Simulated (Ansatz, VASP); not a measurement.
**Two plane-wave programs on SiGe**

```xyz
4
Lattice="3.6802 0.0000 0.0000 -1.8401 3.1871 0.0000 0.0000 0.0000 6.6586" Properties=species:S:1:pos:R:3 pbc="T T T"
Si    1.8401    1.0624    5.8232
Si    0.0000    2.1248    2.4939
Ge    1.8401    1.0624    3.3323
Ge    0.0000    2.1248    0.0030
```

Alike in both runs: task single point; functional PBEsol; k mesh 12 × 12 × 6; occupations gaussian, width 0.03 eV; no spin polarisation.

|  | VASP | Ansatz |
| --- | --- | --- |
| version | VASP 6.6.1 | Ansatz 0.2.0 |
| potentials or method | VASP PAW PBE potentials, release 64 (Si, Ge_d), cutoff 520 eV | scalar-relativistic, plane waves, PAW |
| valence electrons in the cell | 36 | 36 |

|  | VASP | Ansatz | Ansatz less VASP |
| --- | --- | --- | --- |
| gap on the k mesh at the Fermi level (eV) | 0.12 | 0.12 | +0.002 |
| least direct gap on the mesh (eV) | 0.42 | 0.42 | -0.001 |
| pressure (GPa) | 9.2 | 9.3 | +0.11 |
| traceless stress, the component that is largest in VASP (GPa) | -13.99 | -13.96 | +0.029 |
| rms of the force components (eV/Å) | 0.597 | 0.600 | +0.0030 |

VASP's potentials were made for PBE, not for PBEsol, and Ansatz warns of the same on its side. Atom by atom the forces differ by 0.003 eV/Å (rms over components).
